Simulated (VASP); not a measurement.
ScGaS:

```
CELL_PARAMETERS angstrom
3.70010 0.00000 0.00000
0.00000 3.70010 0.00000
0.00000 0.00000 8.00276
ATOMIC_POSITIONS crystal
Sc 0.50000 0.00000 0.68843
Sc 0.00000 0.50000 0.31157
Ga 0.00000 0.00000 0.00000
Ga 0.50000 0.50000 0.00000
S 0.50000 0.00000 0.35896
S 0.00000 0.50000 0.64104
```

The cell was generated, and may not be a known phase.

| Quantity | Value |
| --- | --- |
| Program | VASP 6.6.1 |
| Task | relaxation of cell and atoms |
| Functional | PBE |
| Potentials or basis | VASP PAW PBE potentials, release 64 (Sc_sv, Ga_d, S) |
| Cutoff | 600 eV |
| k mesh | 6 × 6 × 2 |
| Occupations | gaussian, width 0.1 eV |
| Spin | no spin polarisation |

At the start: pressure 0.0 GPa; volume 18.26 Å³/atom.

Where does the relaxation end?

Over 7 steps the energy falls by 3.2 meV/atom; space group P4/nmm (No. 129, to 0.1 Å) before and after.

Step by step:
```tsv
step	energy change (eV)	largest force (eV/Å)	pressure (GPa)	volume (Å³)
1	0.0000	0.1772	0.00	109.56
2	-0.0092	0.1467	-0.10	109.57
3	-0.0136	0.1357	-0.17	109.56
4	-0.0137	0.1424	-0.17	109.56
5	-0.0171	0.1028	0.10	109.18
6	-0.0183	0.0655	0.38	108.79
7	-0.0192	0.0225	-0.23	109.59
```

Final structure:
```cif
data_structure
_symmetry_space_group_name_H-M 'P 1'
_symmetry_Int_Tables_number 1
_cell_length_a 3.7297
_cell_length_b 3.7297
_cell_length_c 7.8785
_cell_angle_alpha 90.000
_cell_angle_beta 90.000
_cell_angle_gamma 90.000
_cell_volume 109.59
loop_
_atom_site_label
_atom_site_type_symbol
_atom_site_fract_x
_atom_site_fract_y
_atom_site_fract_z
_atom_site_occupancy
Sc1 Sc 0.50000 0.00000 0.68302 1
Sc2 Sc 0.00000 0.50000 0.31698 1
Ga1 Ga 0.00000 0.00000 0.00000 1
Ga2 Ga 0.50000 0.50000 0.00000 1
S1 S 0.50000 0.00000 0.35499 1
S2 S 0.00000 0.50000 0.64501 1
```

Caveat: the k points lie up to 0.40 Å⁻¹ apart in the final cell, too coarse for converged energies and pressures of a metal.
